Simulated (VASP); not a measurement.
# Ge (P6_3/mmc) in VASP: a series of runs

Aim: see how the results for Ge move with the level of theory and the settings. Levels: PBE, LDA. Tasks: single point, elastic constants.

Program: VASP 6.6.1. These are calculated values, not measurements. Logs are shortened: lines on timing, memory, paths and dates and some standing lists are left out, and cuts for length are marked.

## 1. The cell of the first run

The structure is hexagonal, space group P6_3/mmc (No. 194). The conventional cell has a = 3.998 Å, b = 3.998 Å, c = 6.599 Å, α = 90.00°, β = 90.00°, γ = 120.00°. Ge (site symmetry 3m) has 4 Ge at 2.45 to 2.47 Å within 3.2 Å.

This isn't the form of Ge at room conditions, which is diamond.

## 2. Single point, PBE

POSCAR reads:

```
Ge
1.0
    3.9975858431      0.0000000000      0.0000000000
   -1.9987929216      3.4620108940      0.0000000000
    0.0000000000      0.0000000000      6.5993779500
Ge
4
Direct
    0.3333333333      0.6666666667      0.9370987500
    0.6666666667      0.3333333333      0.4370987500
    0.3333333333      0.6666666667      0.5629012500
    0.6666666667      0.3333333333      0.0629012500
```

INCAR.step1 reads:

```
SYSTEM = Ge
  ALGO = Normal
  EDIFF = 1E-6
  ENCUT = 520
  GGA = PE
  ISIF = 2
  ISMEAR = -1
  LASPH = .True.
  LCHARG = .True.
  LREAL = .False.
  LWAVE = .False.
  NBANDS = 36
  NELM = 100
  PREC = Accurate
  SIGMA = 0.05
```

KPOINTS.step1 reads:

```
k-points
0
Gamma
  8 8 4
  0 0 0
```

INCAR.step2 reads:

```
SYSTEM = Ge
  ALGO = Normal
  EDIFF = 1E-6
  ENCUT = 520
  GGA = PE
  ICHARG = 11
  ISIF = 2
  ISMEAR = -5
  LASPH = .True.
  LCHARG = .False.
  LORBIT = 10
  LREAL = .False.
  LWAVE = .False.
  NEDOS = 2001
  NELM = 100
  PREC = Accurate
  SIGMA = 0.05
```

KPOINTS.step2 reads:

```
k-points
0
Gamma
  12 12 6
  0 0 0
```

Potentials or basis: VASP PAW PBE potentials, release 64 (Ge_d).

On the command line:

```console
cat potpaw_PBE.64/Ge_d/POTCAR > POTCAR
cp INCAR.step1 INCAR
cp KPOINTS.step1 KPOINTS
mpirun -np 1 vasp_std > vasp.out
cp INCAR.step2 INCAR
cp KPOINTS.step2 KPOINTS
mpirun -np 1 vasp_std > vasp.out
```

OUTCAR:

```text
SYSTEM = Ge
   EDIFF = 1E-6
   ENCUT = 520
   GGA = PE
   ICHARG = 11
   ISIF = 2
   ISMEAR = -5
   LASPH = .True.
   LORBIT = 10
   LREAL = .False.
   NELM = 100
   PREC = Accurate

 ion  position               nearest neighbor table
   1  0.333  0.667  0.937-   4 2.45   4 2.45   4 2.45   3 2.47
   2  0.667  0.333  0.437-   3 2.45   3 2.45   3 2.45   4 2.47
   3  0.333  0.667  0.563-   2 2.45   2 2.45   2 2.45   1 2.47
   4  0.667  0.333  0.063-   1 2.45   1 2.45   1 2.45   2 2.47

  LATTYP: Found a hexagonal cell.
 ALAT       =     3.9975858431
 C/A-ratio  =     1.6508408347

  Lattice vectors:

 A1 = (   3.9975858431,   0.0000000000,   0.0000000000)
 A2 = (  -1.9987929216,   3.4620108940,   0.0000000000)
 A3 = (   0.0000000000,   0.0000000000,   6.5993779500)

Analysis of symmetry for initial positions (statically):
=====================================================================
 Subroutine PRICEL returns:
 Original cell was already a primitive cell.

 Routine SETGRP: Setting up the symmetry group for a
 hexagonal supercell.

 Subroutine GETGRP returns: Found 24 space group operations
 (whereof 12 operations were pure point group operations)
 out of a pool of 24 trial point group operations.

The static configuration has the point symmetry D_3d.
 The point group associated with its full space group is D_6h.

Analysis of symmetry for dynamics (positions and initial velocities):
=====================================================================
 Subroutine PRICEL returns:
 Original cell was already a primitive cell.

 Routine SETGRP: Setting up the symmetry group for a
 hexagonal supercell.

 Subroutine GETGRP returns: Found 24 space group operations
 (whereof 12 operations were pure point group operations)
 out of a pool of 24 trial point group operations.

The dynamic configuration has the point symmetry D_3d.
 The point group associated with its full space group is D_6h.

 Subroutine INISYM returns: Found 24 space group operations
 (whereof 12 operations are pure point group operations),
 and found     1 'primitive' translations

----------------------------------------------------------------------------------------

                                     Primitive cell

  volume of cell :      91.3333

  direct lattice vectors                    reciprocal lattice vectors
     3.997585843  0.000000000  0.000000000     0.250150976  0.144424733  0.000000000
    -1.998792922  3.462010894  0.000000000     0.000000000  0.288849467  0.000000000
     0.000000000  0.000000000  6.599377950     0.000000000  0.000000000  0.151529433

  length of vectors
     3.997585843  3.997585843  6.599377950     0.288849467  0.288849467  0.151529433

  position of ions in fractional coordinates (direct lattice)
     0.333333333  0.666666667  0.937098750
     0.666666667  0.333333333  0.437098750
     0.333333333  0.666666667  0.562901250
     0.666666667  0.333333333  0.062901250

  ion indices of the primitive-cell ions
   primitive index   ion index
                 1           1
                 2           2
                 3           3
                 4           4

----------------------------------------------------------------------------------------

 KPOINTS: k-points

Automatic generation of k-mesh.
 Grid dimensions read from file:
 generate k-points for:   12   12    6

 Generating k-lattice:

  Cartesian coordinates                     Fractional coordinates (reciprocal lattice)
     0.020845915  0.012035394  0.000000000     0.083333333  0.000000000  0.000000000
     0.000000000  0.024070789  0.000000000     0.000000000  0.083333333  0.000000000
     0.000000000  0.000000000  0.025254906     0.000000000  0.000000000  0.166666667

  Length of vectors
     0.024070789  0.024070789  0.025254906

  Shift w.r.t. Gamma in fractional coordinates (k-lattice)
     0.000000000  0.000000000  0.000000000

 TETIRR: Found    879 inequivalent tetrahedra from     5184

 Subroutine IBZKPT returns following result:
 ===========================================

 Found     76 irreducible k-points:

 Following reciprocal coordinates:
            Coordinates               Weight
  0.000000  0.000000  0.000000      1.000000
  0.083333  0.000000  0.000000      6.000000
  0.166667 -0.000000  0.000000      6.000000
  0.250000 -0.000000  0.000000      6.000000
  0.333333  0.000000  0.000000      6.000000
  0.416667  0.000000  0.000000      6.000000
[... 16 lines left out ...]
  0.250000 -0.000000  0.166667     12.000000
  0.333333  0.000000  0.166667     12.000000
 [... further k-points ...]
   k-points           NKPTS =     76   k-points in BZ     NKDIM =     76   number of bands    NBANDS=     33
   number of dos      NEDOS =   2001   number of ions     NIONS =      4
   total plane-waves  NPLWV =  45000
   dimension x,y,z NGX =    30 NGY =   30 NGZ =   50
   dimension x,y,z NGXF=    60 NGYF=   60 NGZF=  100
   ions per type =               4
   NGX,Y,Z   is equivalent  to a cutoff of  12.48, 12.48, 12.60 a.u.
   NGXF,Y,Z  is equivalent  to a cutoff of  24.95, 24.95, 25.19 a.u.
 SYSTEM =  Ge
   PREC   = accura    normal or accurate (medium, high low for compatibility)
   ISTART =      0    job   : 0-new  1-cont  2-samecut
   ICHARG =     11    charge: 1-file 2-atom 10-const
   ISPIN  =      1    spin polarized calculation?
   LNONCOLLINEAR =      F non collinear calculations
   LSORBIT =      F    spin-orbit coupling
   LASPH  =      T    aspherical Exc in radial PAW
   ENCUT  =  520.0 eV  38.22 Ry    6.18 a.u.   7.43  7.43 12.27*2*pi/ulx,y,z
   NELM   =    100;   NELMIN=  2; NELMDL=  0     # of ELM steps
   EDIFF  = 0.1E-05   stopping-criterion for ELM
   LREAL  =      F    real-space projection
[... 7 lines left out ...]
   TEBEG  =    0.0;   TEEND  =   0.0 temperature during run
   PSTRESS=    0.0 pullay stress
   NELECT =      56.0000    total number of electrons
   NUPDOWN=      -1.0000    fix difference up-down
   EMIN   =  10.00;   EMAX   =-10.00  energy-range for DOS
   EFERMI =   0.00;   METHOD = LEGACY
   ISMEAR =    -5;   SIGMA  =   0.05  broadening in eV -4-tet -1-fermi 0-gaus
   EFERMI_NEDOS =   21; number of points for ismear=-14 and -15
   IALGO  =     38    algorithm
   IMIX   =      4    mixing-type and parameters
     AMIX     =   0.40;   BMIX     =  1.00
     AMIX_MAG =   1.60;   BMIX_MAG =  1.00
  volume/ion in A,a.u.               =      22.83       154.09
  Fermi-wavevector in a.u.,A,eV,Ry     =   1.390789  2.628209 26.317650  1.934293
  Thomas-Fermi vector in A             =   2.514690
   LORBIT       =     10    0 simple, 1 ext, 2 COOP (PROOUT), +10 PAW based schemes
   GGA     = PE    functional components
   LHFCALC =     F    Hartree Fock is set to
   AEXX    =    0.0000 exact exchange contribution
   IVDW    =     0    specifies the selected vdW correction
   LEPSILON=     F    determine dielectric tensor
   LRPA    =     F    only Hartree local field effects (RPA)
 non-spin polarized calculation
 Fermi weights with tetrahedron method with Bloechl corrections
  energy-cutoff  :      520.00
  volume of cell :       91.33
 maximum number of plane-waves:      2491
 NGX is ok and might be reduce to    30

 number of electron      56.0000053 magnetization

 Free energy of the ion-electron system (eV)
  ---------------------------------------------------
  ext. energy  EPLUGINS =         0.00000000
  ---------------------------------------------------
  free energy    TOTEN  =       -17.97046460 eV

  energy without entropy =      -17.97046460  energy(sigma->0) =      -17.97046460

 E-fermi :   4.9636     XC(G=0):  -9.8794

 val. band max:        4.9574618640   @ k =   0.0000   0.0000   0.0000
 cond. band min:       4.9759975770   @ k =   0.0000   0.0000   0.1667
 fundamental gap:      0.0185357129
 Fermi energy:         4.9635684199

 k-point     1 :       0.0000    0.0000    0.0000
  band No.  band energies     occupation
      1     -19.9313      2.00000
      2     -19.9313      2.00000
      3     -19.8933      2.00000
      4     -19.8932      2.00000
      5     -19.8932      2.00000
      6     -19.8804      2.00000
[... 25 lines left out ...]
     32       7.2308      0.00000
     33       7.7169      0.00000

 k-point     2 :       0.0833    0.0000    0.0000
  band No.  band energies     occupation
      1     -19.9360      2.00000
      2     -19.9328      2.00000
      3     -19.8980      2.00000
      4     -19.8957      2.00000
      5     -19.8932      2.00000
      6     -19.8745      2.00000
[... 25 lines left out ...]
     32       7.4652      0.00000
     33       7.9867      0.00000

 k-point     3 :       0.1667   -0.0000    0.0000
  band No.  band energies     occupation
      1     -19.9441      2.00000
      2     -19.9358      2.00000
      3     -19.9067      2.00000
      4     -19.9013      2.00000
      5     -19.8923      2.00000
      6     -19.8654      2.00000
[... 25 lines left out ...]
     32       7.9841      0.00000
     33       8.2568      0.00000

 k-point     4 :       0.2500   -0.0000    0.0000
  band No.  band energies     occupation
      1     -19.9495      2.00000
      2     -19.9385      2.00000
      3     -19.9158      2.00000
      4     -19.9069      2.00000
      5     -19.8886      2.00000
      6     -19.8583      2.00000
[... 673 lines left out ...]
     32       8.1939      0.00000
     33       8.3600      0.00000

 k-point    23 :       0.2500   -0.0000    0.1667
  band No.  band energies     occupation
      1     -19.9464      2.00000
      2     -19.9368      2.00000
      3     -19.9136      2.00000
      4     -19.9097      2.00000
      5     -19.8919      2.00000
      6     -19.8593      2.00000
[... 25 lines left out ...]
     32       8.6996      0.00000
     33       9.3355      0.00000

 k-point    24 :       0.3333    0.0000    0.1667
  band No.  band energies     occupation
      1     -19.9473      2.00000
      2     -19.9384      2.00000
      3     -19.9219      2.00000
      4     -19.9136      2.00000
      5     -19.8846      2.00000
      6     -19.8542      2.00000
[... 25 lines left out ...]
     32       8.9450      0.00000
     33       9.6144      0.00000

 [... further k-points ...]

------------------------ aborting loop because EDIFF is reached ----------------------------------------

  FORCE on cell =-STRESS in cart. coord.  units (eV):
  Direction    XX          YY          ZZ          XY          YZ          ZX
  --------------------------------------------------------------------------------------
  -------------------------------------------------------------------------------------
  Total        1.4399466      1.4399466      1.5038213     -0.0000000     -0.0000000      0.0000000
  in kB       25.2596734     25.2596734     26.3801693     -0.0000000     -0.0000000      0.0000000
  external PRESSURE =      25.6331720 kB  Pullay stress =       0.0000000 kB

 VOLUME and BASIS-vectors are now :
 -----------------------------------------------------------------------------
  energy-cutoff  :      520.00
  volume of cell :       91.33
      direct lattice vectors                 reciprocal lattice vectors
     3.997585843  0.000000000  0.000000000     0.250150976  0.144424733  0.000000000
    -1.998792922  3.462010894  0.000000000     0.000000000  0.288849467  0.000000000
     0.000000000  0.000000000  6.599377950     0.000000000  0.000000000  0.151529433

 POSITION                                       TOTAL-FORCE (eV/Angst)
 -----------------------------------------------------------------------------------
     -0.00000      2.30801      6.18427        -0.000000      0.000000     -0.009220
      1.99879      1.15400      2.88458         0.000000     -0.000000     -0.009220
     -0.00000      2.30801      3.71480         0.000000      0.000000      0.009220
      1.99879      1.15400      0.41511        -0.000000     -0.000000      0.009220
 -----------------------------------------------------------------------------------
    total drift:                               -0.000000      0.000000     -0.000000

  FREE ENERGIE OF THE ION-ELECTRON SYSTEM (eV)
  ---------------------------------------------------
  free  energy   TOTEN  =       -17.9704645962 eV

  energy  without entropy=      -17.9704645962  energy(sigma->0) =      -17.97046460

 total charge

# of ion       s       p       d       tot
------------------------------------------
    1        1.128   1.257  10.023  12.408
    2        1.128   1.257  10.023  12.408
    3        1.128   1.257  10.023  12.408
    4        1.128   1.257  10.023  12.408
--------------------------------------------------
tot          4.513   5.029  40.091  49.634
```

It took 3 min on 1 thread of Intel Xeon Platinum 8259CL at 2.50GHz (Skylake/Cascade Lake), shared host; peak memory 0.3 GiB.

What came out:

| Property | Result |
| --- | --- |
| Valence electrons inside the program's atomic spheres | Ge 12.41 |

## 3. Elastic constants, LDA

INCAR reads:

```
SYSTEM = Ge
ALGO     = Normal         ! electronic algorithm
EDIFF    = 1E-8           ! SCF threshold, eV
ENCUT    = 600            ! plane-wave cutoff, eV
GGA      = CA             ! functional
IBRION   = 6              ! ionic algorithm
ISIF     = 3              ! what is computed and relaxed
ISMEAR   = -1             ! smearing method
LASPH    = .TRUE.         ! aspherical terms in the spheres
LCHARG   = .FALSE.        ! write CHGCAR
LREAL    = .FALSE.        ! projectors in reciprocal space
LWAVE    = .FALSE.        ! write WAVECAR
NELM     = 100            ! most SCF steps
NFREE    = 2            
NSW      = 1              ! ionic steps
POTIM    = 0.015          ! step
PREC     = Accurate       ! precision mode
SIGMA    = 0.05           ! smearing width, eV
```

KPOINTS reads:

```
k-points
0
G
  6 6 3
  0 0 0
```

POSCAR is that of step 2.

Potentials or basis: VASP PAW LDA potentials, release 64 (Ge_d).

On the command line:

```console
cat potpaw_LDA.64/Ge_d/POTCAR > POTCAR
mpirun -np 1 vasp_std > vasp.out
```

Run time: 9.8 min. Hardware: 1 thread of Intel Xeon 6975P-C (Granite Rapids), shared host; peak memory 0.35 GiB.

The run converged. Its results:

```
Voigt bulk modulus            : 64 GPa
Highest phonon frequency at Γ : 280 cm⁻¹
```

Phonon frequencies in cm⁻¹ (negative: imaginary):
| q point | frequencies |
| --- | --- |
| (0.000, 0.000, 0.000) | 0 0 0 52 52 209 228 270 270 278 278 280 |

Elastic tensor in Voigt notation (GPa, in the Cartesian axes of the cell as first typed):
```
133  34  22   0   0   0
 34 133  22   0   0   0
 22  22 148   0   0   0
  0   0   0  36   0   0
  0   0   0   0  36   0
  0   0   0   0   0  50
```

Clamped-ion elastic tensor (GPa):
```
158  27   7   0   0   0
 27 158   7   0   0   0
  7   7 174   0   0   0
  0   0   0  46   0   0
  0   0   0   0  46   0
  0   0   0   0   0  65
```

Caveat: the cell is under stress, which shifts elastic constants.
